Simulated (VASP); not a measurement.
CdS: single point with HSE06

The system is CdS.

```
CELL_PARAMETERS angstrom
0.00000 2.72678 2.72678
2.72678 0.00000 2.72678
2.72678 2.72678 0.00000
ATOMIC_POSITIONS crystal
Cd 0.00000 0.00000 0.00000
S 0.50000 0.50000 0.50000
```

```json
{"Program": "VASP 6.6.1", "Task": "single point", "Functional": "HSE06", "Potentials or basis": "VASP PAW PBE potentials, release 64 (Cd, S)", "Cutoff": "400 eV", "k mesh": "6 × 6 × 6", "Occupations": "gaussian, width 0.01 eV", "Spin": "no spin polarisation"}
```

```json
{"Pressure": "-0.2 GPa", "Band gap on the k mesh": "1.22 eV (least direct gap 2.74 eV)"}
```

Levels at points of the mesh, in eV from the valence-band top:
| k point | band 5 | band 6 | band 7 | band 8 | band 9 | band 10 | band 11 | band 12 | band 13 | band 14 |
| --- | --- | --- | --- | --- | --- | --- | --- | --- | --- | --- |
| (0.00, 0.00, 0.00) | -8.82 | -8.82 | -0.76 | -0.76 | -0.76 | 1.99 | 10.37 | 10.37 | 10.37 | 12.38 |
| (0.50, 0.00, 0.00) | -8.61 | -8.61 | -5.30 | 0.00 | 0.00 | 4.44 | 7.02 | 7.02 | 8.48 | 13.56 |
| (0.50, 0.50, 0.00) | -8.54 | -7.75 | -4.64 | -2.31 | -2.31 | 1.22 | 6.93 | 11.38 | 12.92 | 12.92 |

It took 13 min on 1 thread of Intel(R) Xeon(R) 6975P-C (Granite Rapids), on a shared host, peak memory 0.26 GiB.

Caveat: the PAW data sets were made with another functional, which shifts forces and pressure a little. A k mesh can miss the band edges.
